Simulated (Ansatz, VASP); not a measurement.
GaSb2Te2 in VASP and in Ansatz

```
Ga Sb Te
1.0
     5.58498    0.00000    0.00000
    -2.79249    4.83674    0.00000
     0.00000    0.00000    6.21283
Ga Sb Te
1 2 2
Cartesian
  0.0000 0.0000 3.1064
  0.0000 3.2245 3.1064
  2.7925 1.6122 3.1064
  0.0000 3.2245 0.0000
  2.7925 1.6122 0.0000
```

Alike in both runs: functional PBE; k mesh 6 × 6 × 4; occupations gaussian, width 0.1 eV; no spin polarisation.

Ansatz relaxed the structure, and its values are those at the end. VASP's run is a single point on that final structure, the one shown.

|  | VASP | Ansatz |
| --- | --- | --- |
| version | VASP 6.6.1 | Ansatz 0.2.0 |
| potentials or method | VASP PAW PBE potentials, release 64 (Ga_d, Sb, Te), cutoff 520 eV | scalar-relativistic, plane waves, PAW |
| valence electrons in the cell | 35 | 75 |

```csv
,VASP,Ansatz,Ansatz less VASP
gap on the k mesh at the Fermi level (eV),none,none,-
pressure (GPa),-0.1,-0.1,+0.03
```

A gap of «none» marks a metal or a gap that the smearing closes. VASP's potentials hold 35 valence electrons a cell and Ansatz's 75, so a difference there can come from the potentials and not from the codes.

Neither program's run includes spin-orbit coupling.
